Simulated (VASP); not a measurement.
Crystal: ZnRe.

```
CELL_PARAMETERS angstrom
2.74822 0.00000 0.00000
-1.37411 2.38003 0.00000
0.00000 0.00000 4.49407
ATOMIC_POSITIONS crystal
Zn 0.00000 0.00000 0.00000
Re 0.33333 0.66667 0.50000
```

Base run:

- Program: VASP 6.6.1
- Functional: PBEsol
- Potentials or basis: VASP PAW PBE potentials, release 64 (Zn, Re)
- Cutoff: 520 eV
- k mesh: 16 × 16 × 9
- Occupations: fermi-dirac, width 0.08 eV
- Spin: collinear spin
- Starting moments: [0.0, 1.5] μB

Its results: pressure -9.1 GPa.

The run is repeated on the same cell with these changes: moments at the start from [0.0, 1.5] to [0.0, 0.3]; fixed moment from none to 0.3 μB. What comes out?

Pressure -8.7 GPa; site moments Zn +0.01; Re +0.26 μB.

Caveats: the cell stands under tension; the PAW data sets were made with another functional, which shifts forces and pressure a little; the total moment is fixed, so each spin has its own Fermi level (at least some runs).
